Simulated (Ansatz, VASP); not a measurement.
SiC: VASP beside Ansatz

INCAR

```
SYSTEM = SiC
ALGO = Normal
EDIFF = 1E-6
ENCUT = 520
GGA = PE
ISIF = 2
ISMEAR = -1
LASPH = .TRUE.
LCHARG = .TRUE.
LELF = .TRUE.
LREAL = .FALSE.
LVHAR = .TRUE.
LWAVE = .FALSE.
NBANDS = 26
NELM = 60
PREC = Accurate
SIGMA = 0.02
```

Contents of KPOINTS:

```
k-points
0
G
  12 12 4
  0 0 0
```

File POSCAR:

```
SiC
1.0
    2.9852283820      0.0000000000      0.0000000000
   -1.4926141910      2.5852836149      0.0000000000
    0.0000000000      0.0000000000      9.7744211025
Si C
4 4
Direct
    0.0000000000      0.0000000000     -0.0001885079
    0.3333333333      0.6666666667      0.2499845726
    0.0000000000      0.0000000000      0.4998114921
    0.6666666667      0.3333333333      0.7499845726
    0.0000000000      0.0000000000      0.1872875697
    0.3333333333      0.6666666667      0.4379163656
    0.0000000000      0.0000000000      0.6872875697
    0.6666666667      0.3333333333      0.9379163656
```

Input for Ansatz:

```yaml
crystal:
  lattice:
    - [2.985228382, 0.0, 0.0]
    - [-1.492614191, 2.5852836149, 0.0]
    - [0.0, 0.0, 9.7744211025]
  atoms:
    - { symbol: Si, position: [0.0, 0.0, -0.0001885079] }
    - { symbol: Si, position: [0.3333333333, 0.6666666667, 0.2499845726] }
    - { symbol: Si, position: [0.0, 0.0, 0.4998114921] }
    - { symbol: Si, position: [0.6666666667, 0.3333333333, 0.7499845726] }
    - { symbol: C, position: [0.0, 0.0, 0.1872875697] }
    - { symbol: C, position: [0.3333333333, 0.6666666667, 0.4379163656] }
    - { symbol: C, position: [0.0, 0.0, 0.6872875697] }
    - { symbol: C, position: [0.6666666667, 0.3333333333, 0.9379163656] }
kpoints:
  mp_grid: { grid: [12, 12, 4] }
  band_path:
    path:
      - [0.0, 0.0, 0.0]
      - [0.5, 0.0, 0.0]
      - [0.3333333333, 0.3333333333, 0.0]
      - [0.0, 0.0, 0.5]
      - [0.5, 0.0, 0.5]
      - [0.3333333333, 0.3333333333, 0.5]
      - [0.0, 0.5, 0.0]
    npoints: 1
hamiltonian:
  xc: pbe
scf:
  occupations: { method: fermi_dirac, width: 0.02 }
  n_extra_bands: 6
output:
  forces: true
  stress: true
  eigenvalues: true
```

Change from the starting cell: hydrostatic strain -3.0%.

Alike in both runs: task single point; functional PBE; k mesh 12 × 12 × 4; occupations fermi-dirac, width 0.02 eV; no spin polarisation.

```csv
,VASP,Ansatz
version,VASP 6.6.1,Ansatz 0.2.0
potentials or method,"VASP PAW PBE potentials, release 64 (Si, C)","plane waves, PAW"
plane-wave cutoff (eV),520,420
valence electrons in the cell,32,32
```

Ansatz gave:

| Quantity | Value |
| --- | --- |
| gap on the k mesh at the Fermi level (eV) | 2.24 |
| pressure (GPa) | 28.2 |
| traceless stress, the component that is largest in VASP (GPa) | -0.31 |

Question: Which values does VASP return?

Answer: gap on the k mesh at the Fermi level (eV): 2.23; pressure (GPa): 28.1; traceless stress, the component that is largest in VASP (GPa): -0.30.

Both programs put the cell under a high pressure, so it lies far from rest at this level.
